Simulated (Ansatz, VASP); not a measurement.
One calculation of Yb, two programs

```
Yb
1.0
     3.37794    0.00000    0.00000
     0.00000    3.37794    0.00000
     0.00000    0.00000    3.37794
Yb
1
Direct
  0.00000 0.00000 0.00000
```

Alike in both runs: task single point; functional r2SCAN; k mesh 11 × 11 × 11; occupations fermi-dirac, width 0.1 eV; no spin polarisation.

|  | VASP | Ansatz |
| --- | --- | --- |
| version | VASP 6.6.1 | Ansatz 0.2.0 |
| potentials or method | VASP PAW PBE potentials, release 64 (Yb), cutoff 520 eV | plane waves (500 eV) with PAW, scalar-relativistic |
| valence electrons in the cell | 24 | 24 |

|  | VASP | Ansatz | Ansatz less VASP |
| --- | --- | --- | --- |
| pressure (GPa) | 2.0 | -0.9 | -2.87 |

VASP's potentials were made for PBE, not for r2SCAN. With one functional, cell and mesh, what is left measures potentials, basis and numerics.

Neither program's run includes spin-orbit coupling.
